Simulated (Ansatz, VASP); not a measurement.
Ir in VASP and in Ansatz

File INCAR:

```
PREC = Accurate
ENCUT = 520
EDIFF = 1E-6
ISMEAR = 0
SIGMA = 0.15
LREAL = False
LASPH = True
NELM = 60
ALGO = Fast
ISIF = 2
LWAVE = False
LCHARG = False
GGA = PS
NBANDS = 10
```

KPOINTS

```
regular mesh
0
Gamma
  22 22 22
```

The input POSCAR:

```
Ir
1.0
    0.0000000000      1.9197000000      2.0348820000
    1.9197000000      0.0000000000      2.0348820000
    1.9197000000      1.9197000000      0.0000000000
Ir
1
Direct
    0.0000000000      0.0000000000      0.0000000000
```

Input for Ansatz:

```yaml
crystal:
  lattice:
    - [0.0, 1.9197, 2.034882]
    - [1.9197, 0.0, 2.034882]
    - [1.9197, 1.9197, 0.0]
  atoms:
    - { symbol: Ir, position: [0.0, 0.0, 0.0] }
basis:
  ecutwfc: 420
kpoints:
  mp_grid: { grid: [22, 22, 22] }
hamiltonian:
  xc: pbesol
scf:
  occupations: { method: gaussian, width: 0.15 }
output:
  forces: true
  stress: true
  eigenvalues: true
  write_density: true
  write_potential: true
  elf: true
  volumetric_format: npy
```

Change from the starting cell: strain +0.0600 x Voigt [0, 0, 1, 0, 0, 0], atoms carried along.

Alike in both runs: task single point; functional PBEsol; k mesh 22 × 22 × 22; occupations gaussian, width 0.15 eV; no spin polarisation.

|  | VASP | Ansatz |
| --- | --- | --- |
| version | VASP 6.6.1 | Ansatz 0.2.0 |
| potentials or method | VASP PAW PBE potentials, release 64 (Ir), cutoff 520 eV | scalar-relativistic, plane waves, PAW |
| valence electrons in the cell | 9 | 17 |

Ansatz gave:

- gap on the k mesh at the Fermi level (eV): none
- pressure (GPa): -20.6
- traceless stress, the component that is largest in VASP (GPa): -12.55

Question: What did VASP give for the same quantities?

Answer: gap on the k mesh at the Fermi level (eV): none; pressure (GPa): -20.1; traceless stress, the component that is largest in VASP (GPa): -12.51.

VASP's potentials were made for PBE, not for PBEsol. A gap of «none» marks a metal or a gap that the smearing closes. VASP's potentials hold 9 valence electrons a cell and Ansatz's 17, so a difference there can come from the potentials and not from the codes.

Neither program's run includes spin-orbit coupling.
